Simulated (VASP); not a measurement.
# BaTiO3 (R3m) in VASP: single point with PBE

Aim: the single point of BaTiO3 with PBE.

Program: VASP 6.6.1. These are calculated values, not measurements. Logs are shortened: lines on timing, memory, paths and dates and some standing lists are left out, and cuts for length are marked.

## (1) The cell of the first run

It takes space group R3m (No. 160, trigonal). Conventional cell: a = 5.768 Å, b = 5.768 Å, c = 6.953 Å, α = 90.00°, β = 90.00°, γ = 120.00°. Within 3.7 Å of Ba (site symmetry 3m) lie 12 O at 2.81 to 2.90 Å and 8 Ti at 3.38 to 3.57 Å. Ti (site symmetry 3m) has 6 O at 1.90 to 2.16 Å within 2.5 Å. O (site symmetry m) has 2 Ti at 1.90 to 2.16 Å within 2.5 Å.

## (2) Single point, PBE (equal xx and yy strain of +2 %)

File INCAR:

```
ALGO = Normal
EDIFF = 1E-7
ENCUT = 520
GGA = PE
ISIF = 2
ISMEAR = -1
LASPH = True
LCHARG = False
LREAL = False
LWAVE = False
NBANDS = 28
NELM = 100
PREC = Accurate
SIGMA = 0.05
```

File KPOINTS:

```
k-points
0
Gamma
  9 9 9
```

File POSCAR:

```
BaTiO3
1.0
    2.8842215206      1.6652060713      2.3177316080
   -2.8842215206      1.6652060713      2.3177316080
    0.0000000000     -3.3304121427      2.3177316080
Ba Ti O
1 1 3
Direct
    0.0000000000      0.0000000000      0.0000000000
    0.5140000000      0.5140000000      0.5140000000
    0.4916000000      0.4916000000      0.9815000000
    0.4916000000      0.9815000000      0.4916000000
    0.9815000000      0.4916000000      0.4916000000
```

Potentials or basis: VASP PAW PBE potentials, release 64 (Ba_sv, Ti_sv, O).

Run with:

```sh
$ cat potpaw_PBE.64/Ba_sv/POTCAR potpaw_PBE.64/Ti_sv/POTCAR potpaw_PBE.64/O/POTCAR > POTCAR
$ mpirun -np 1 vasp_std > vasp.out
```

OUTCAR:

```text
EDIFF = 1E-7
   ENCUT = 520
   GGA = PE
   ISIF = 2
   ISMEAR = -1
   LASPH = True
   LREAL = False
   NELM = 100
   PREC = Accurate

 ion  position               nearest neighbor table
   1  0.000  0.000  0.000-   3 2.81   4 2.81   5 2.81   3 2.89   3 2.89   5 2.89   4 2.89   4 2.89
                             5 2.89   3 2.90   4 2.90   5 2.90   2 3.38   2 3.50   2 3.50   2 3.50
   2  0.514  0.514  0.514-   4 1.90   5 1.90   3 1.90   4 2.16   5 2.16   3 2.16   1 3.38   1 3.50
                             1 3.50   1 3.50   1 3.56   1 3.56   1 3.56   1 3.57
   3  0.492  0.492  0.981-   2 1.90   2 2.16   1 2.81   1 2.89   1 2.89   1 2.90
   4  0.492  0.981  0.492-   2 1.90   2 2.16   1 2.81   1 2.89   1 2.89   1 2.90
   5  0.981  0.492  0.492-   2 1.90   2 2.16   1 2.81   1 2.89   1 2.89   1 2.90

  LATTYP: Found a trigonal (rhomboedric) cell.
 ALAT       =     4.0575269372
 COS(alpha) =    -0.0105653385

  Lattice vectors:

 A1 = (   2.8842215206,   1.6652060713,   2.3177316080)
 A2 = (  -2.8842215206,   1.6652060713,   2.3177316080)
 A3 = (   0.0000000000,  -3.3304121427,   2.3177316080)

Analysis of symmetry for initial positions (statically):
=====================================================================
 Subroutine PRICEL returns:
 Original cell was already a primitive cell.

 Routine SETGRP: Setting up the symmetry group for a
 trigonal (rhombohedral) supercell.

 Subroutine GETGRP returns: Found  6 space group operations
 (whereof  6 operations were pure point group operations)
 out of a pool of 12 trial point group operations.

The static configuration has the point symmetry C_3v.

Analysis of symmetry for dynamics (positions and initial velocities):
=====================================================================
 Subroutine PRICEL returns:
 Original cell was already a primitive cell.

 Routine SETGRP: Setting up the symmetry group for a
 trigonal (rhombohedral) supercell.

 Subroutine GETGRP returns: Found  6 space group operations
 (whereof  6 operations were pure point group operations)
 out of a pool of 12 trial point group operations.

The dynamic configuration has the point symmetry C_3v.

 Subroutine INISYM returns: Found  6 space group operations
 (whereof  6 operations are pure point group operations),
 and found     1 'primitive' translations

----------------------------------------------------------------------------------------

                                     Primitive cell

  volume of cell :      66.7899

  direct lattice vectors                    reciprocal lattice vectors
     2.884221521  1.665206071  2.317731608     0.173357003  0.100087713  0.143818780
    -2.884221521  1.665206071  2.317731608    -0.173357003  0.100087713  0.143818780
     0.000000000 -3.330412143  2.317731608     0.000000000 -0.200175425  0.143818780

  length of vectors
     4.057526937  4.057526937  4.057526937     0.246483351  0.246483351  0.246483351

  position of ions in fractional coordinates (direct lattice)
     0.000000000  0.000000000  0.000000000
     0.514000000  0.514000000  0.514000000
     0.491600000  0.491600000  0.981500000
     0.491600000  0.981500000  0.491600000
     0.981500000  0.491600000  0.491600000

  ion indices of the primitive-cell ions
   primitive index   ion index
                 1           1
                 2           2
                 3           3
                 4           4
                 5           5

----------------------------------------------------------------------------------------

 KPOINTS: k-points

Automatic generation of k-mesh.
 Grid dimensions read from file:
 generate k-points for:    9    9    9

 Generating k-lattice:

  Cartesian coordinates                     Fractional coordinates (reciprocal lattice)
     0.019261889  0.011120857  0.015979864     0.111111111 -0.000000000  0.000000000
    -0.019261889  0.011120857  0.015979864    -0.000000000  0.111111111  0.000000000
     0.000000000 -0.022241714  0.015979864    -0.000000000 -0.000000000  0.111111111

  Length of vectors
     0.027387039  0.027387039  0.027387039

  Shift w.r.t. Gamma in fractional coordinates (k-lattice)
     0.000000000  0.000000000  0.000000000

 Subroutine IBZKPT returns following result:
 ===========================================

 Found     85 irreducible k-points:

 Following reciprocal coordinates:
            Coordinates               Weight
  0.000000  0.000000  0.000000      1.000000
  0.111111 -0.000000  0.000000      6.000000
  0.222222  0.000000  0.000000      6.000000
  0.333333 -0.000000 -0.000000      6.000000
  0.444444  0.000000  0.000000      6.000000
  0.111111  0.111111  0.000000      6.000000
[... 16 lines left out ...]
 -0.333333  0.333333  0.000000      6.000000
  0.444444  0.444444  0.000000      6.000000
 [... further k-points ...]
   k-points           NKPTS =     85   k-points in BZ     NKDIM =     85   number of bands    NBANDS=     28
   number of dos      NEDOS =    301   number of ions     NIONS =      5
   total plane-waves  NPLWV =  27000
   dimension x,y,z NGX =    30 NGY =   30 NGZ =   30
   dimension x,y,z NGXF=    60 NGYF=   60 NGZF=   60
   ions per type =               1   1   3
   NGX,Y,Z   is equivalent  to a cutoff of  12.29, 12.29, 12.29 a.u.
   NGXF,Y,Z  is equivalent  to a cutoff of  24.58, 24.58, 24.58 a.u.
 SYSTEM =  unknown system
   PREC   = accura    normal or accurate (medium, high low for compatibility)
   ISTART =      0    job   : 0-new  1-cont  2-samecut
   ICHARG =      2    charge: 1-file 2-atom 10-const
   ISPIN  =      1    spin polarized calculation?
   LNONCOLLINEAR =      F non collinear calculations
   LSORBIT =      F    spin-orbit coupling
   LASPH  =      T    aspherical Exc in radial PAW
   ENCUT  =  520.0 eV  38.22 Ry    6.18 a.u.   7.54  7.54  7.54*2*pi/ulx,y,z
   NELM   =    100;   NELMIN=  2; NELMDL= -5     # of ELM steps
   EDIFF  = 0.1E-06   stopping-criterion for ELM
   LREAL  =      F    real-space projection
   EDIFFG = 0.1E-05   stopping-criterion for IOM
   NSW    =      0    number of steps for IOM
   IBRION =     -1    ionic relax: 0-MD 1-quasi-New 2-CG
   NFREE  =      0    steps in history (QN), initial steepest desc. (CG)
   ISIF   =      2    stress and relaxation
   ISYM   =      2    0-nonsym 1-usesym 2-fastsym
   POTIM  = 0.5000    time-step for ionic-motion
   TEBEG  =    0.0;   TEEND  =   0.0 temperature during run
   PSTRESS=    0.0 pullay stress
   NELECT =      40.0000    total number of electrons
   NUPDOWN=      -1.0000    fix difference up-down
   EMIN   =  10.00;   EMAX   =-10.00  energy-range for DOS
   EFERMI =   0.00;   METHOD = LEGACY
   ISMEAR =    -1;   SIGMA  =   0.05  broadening in eV -4-tet -1-fermi 0-gaus
   EFERMI_NEDOS =   21; number of points for ismear=-14 and -15
   IALGO  =     38    algorithm
   IMIX   =      4    mixing-type and parameters
     AMIX     =   0.40;   BMIX     =  1.00
     AMIX_MAG =   1.60;   BMIX_MAG =  1.00
  volume/ion in A,a.u.               =      13.36        90.14
  Fermi-wavevector in a.u.,A,eV,Ry     =   1.379932  2.607694 25.908399  1.904214
  Thomas-Fermi vector in A             =   2.504856
   LORBIT       =      0    0 simple, 1 ext, 2 COOP (PROOUT), +10 PAW based schemes
   GGA     = PE    functional components
   LHFCALC =     F    Hartree Fock is set to
   AEXX    =    0.0000 exact exchange contribution
   IVDW    =     0    specifies the selected vdW correction
   LEPSILON=     F    determine dielectric tensor
   LRPA    =     F    only Hartree local field effects (RPA)
 non-spin polarized calculation
  energy-cutoff  :      520.00
  volume of cell :       66.79
 maximum number of plane-waves:      1817
 NGX is ok and might be reduce to    30
   NGX = 15   NGY = 15   NGZ = 15

 number of electron      40.0000015 magnetization

 Free energy of the ion-electron system (eV)
  ---------------------------------------------------
  ext. energy  EPLUGINS =         0.00000000
  ---------------------------------------------------
  free energy    TOTEN  =       -40.03385438 eV

  energy without entropy =      -40.03385438  energy(sigma->0) =      -40.03385438

 E-fermi :   4.6419     XC(G=0): -11.0287

 val. band max:        3.4622819037   @ k =   0.4444   0.4444   0.4444
 cond. band min:       5.7359680961   @ k =   0.0000   0.0000   0.0000
 fundamental gap:      2.2736861925
 Fermi energy:         4.6419233286

 k-point     1 :       0.0000    0.0000    0.0000
  band No.  band energies     occupation
      1     -53.0024      2.00000
      2     -29.2466      2.00000
      3     -29.2245      2.00000
      4     -29.2245      2.00000
      5     -21.4343      2.00000
      6     -13.2694      2.00000
[... 20 lines left out ...]
     27       8.5029      0.00000
     28      10.4173      0.00000

 k-point     2 :       0.1111   -0.0000    0.0000
  band No.  band energies     occupation
      1     -53.0023      2.00000
      2     -29.2484      2.00000
      3     -29.2276      2.00000
      4     -29.2243      2.00000
      5     -21.4234      2.00000
      6     -13.2704      2.00000
[... 20 lines left out ...]
     27       8.7330      0.00000
     28      10.7085      0.00000

 k-point     3 :       0.2222    0.0000    0.0000
  band No.  band energies     occupation
      1     -53.0021      2.00000
      2     -29.2559      2.00000
      3     -29.2325      2.00000
      4     -29.2238      2.00000
      5     -21.3956      2.00000
      6     -13.2993      2.00000
[... 20 lines left out ...]
     27       9.3536      0.00000
     28      11.5182      0.00000

 k-point     4 :       0.3333   -0.0000   -0.0000
  band No.  band energies     occupation
      1     -53.0018      2.00000
      2     -29.2679      2.00000
      3     -29.2346      2.00000
      4     -29.2233      2.00000
      5     -21.3635      2.00000
      6     -13.3668      2.00000
[... 20 lines left out ...]
     27      10.1582      0.00000
     28      11.6223      0.00000

 k-point     5 :       0.4444    0.0000    0.0000
  band No.  band energies     occupation
      1     -53.0016      2.00000
      2     -29.2765      2.00000
      3     -29.2350      2.00000
      4     -29.2229      2.00000
      5     -21.3423      2.00000
      6     -13.4230      2.00000
[... 20 lines left out ...]
     27      10.7656      0.00000
     28      11.5608      0.00000

 k-point     6 :       0.1111    0.1111    0.0000
  band No.  band energies     occupation
      1     -53.0022      2.00000
      2     -29.2500      2.00000
      3     -29.2294      2.00000
      4     -29.2257      2.00000
      5     -21.4128      2.00000
      6     -13.2655      2.00000
[... 463 lines left out ...]
      5     -21.2945      2.00000
      6     -13.0669      2.00000
[... 20 lines left out ...]
     27      11.5187      0.00000
     28      12.6021      0.00000

 k-point    22 :      -0.4444    0.3333   -0.0000
  band No.  band energies     occupation
      1     -53.0010      2.00000
      2     -29.2772      2.00000
      3     -29.2590      2.00000
      4     -29.2269      2.00000
      5     -21.2948      2.00000
      6     -13.0641      2.00000
[... 20 lines left out ...]
     27      11.4736      0.00000
     28      12.5925      0.00000

 k-point    23 :      -0.3333    0.3333    0.0000
  band No.  band energies     occupation
      1     -53.0012      2.00000
      2     -29.2717      2.00000
      3     -29.2560      2.00000
      4     -29.2271      2.00000
      5     -21.3108      2.00000
      6     -13.1132      2.00000
[... 20 lines left out ...]
     27      11.6235      0.00000
     28      11.9341      0.00000

 k-point    24 :       0.4444    0.4444    0.0000
  band No.  band energies     occupation
      1     -53.0008      2.00000
      2     -29.2800      2.00000
      3     -29.2646      2.00000
      4     -29.2268      2.00000
      5     -21.2804      2.00000
      6     -12.9376      2.00000
[... 20 lines left out ...]
     27      11.4315      0.00000
     28      12.9479      0.00000

 [... further k-points ...]
[... 5 lines left out ...]
  --------------------------------------------------------------------------------------
  -------------------------------------------------------------------------------------
  Total       -0.6327832     -0.6327832      1.2132180      0.0000000     -0.0000000      0.0000000
  in kB      -15.1793970    -15.1793970     29.1030449      0.0000000     -0.0000000      0.0000000
  external PRESSURE =      -0.4185831 kB  Pullay stress =       0.0000000 kB

 VOLUME and BASIS-vectors are now :
 -----------------------------------------------------------------------------
  energy-cutoff  :      520.00
  volume of cell :       66.79
      direct lattice vectors                 reciprocal lattice vectors
     2.884221521  1.665206071  2.317731608     0.173357003  0.100087713  0.143818780
    -2.884221521  1.665206071  2.317731608    -0.173357003  0.100087713  0.143818780
     0.000000000 -3.330412143  2.317731608     0.000000000 -0.200175425  0.143818780

 POSITION                                       TOTAL-FORCE (eV/Angst)
 -----------------------------------------------------------------------------------
      0.00000      0.00000      0.00000        -0.000000     -0.000000      0.091588
      0.00000     -0.00000      3.57394        -0.000000     -0.000000      0.208111
      0.00000     -1.63157      4.55365        -0.000000      0.080107     -0.099900
     -1.41298      0.81578      4.55365         0.069375     -0.040054     -0.099900
      1.41298      0.81578      4.55365        -0.069375     -0.040054     -0.099900
 -----------------------------------------------------------------------------------
    total drift:                               -0.000000      0.000004     -0.000295

  FREE ENERGIE OF THE ION-ELECTRON SYSTEM (eV)
  ---------------------------------------------------
  free  energy   TOTEN  =       -40.0338543760 eV

  energy  without entropy=      -40.0338543760  energy(sigma->0) =      -40.03385438
```

It took 1.8 min on 1 thread of Intel Xeon Platinum 8488C (Sapphire Rapids), shared host; peak memory 0.28 GiB.

What came out:

```
Free energy            : -40.0339 eV
Pressure               : 0.0 GPa
Largest force          : 0.208 eV/Å
Band gap on the k mesh : 2.27 eV, indirect (least direct gap 2.68 eV)
```

Forces in eV/Å, atoms in the order of the input:
```
Ba   0.000  0.000  0.092
Ti   0.000  0.000  0.208
O    0.000  0.080 -0.100
O    0.069 -0.040 -0.100
O   -0.069 -0.040 -0.100
```

Caveat: the cell differs from its parent crystal (equal xx and yy strain of +2 %); spin-orbit coupling is left out, which moves the levels of the heavy elements.
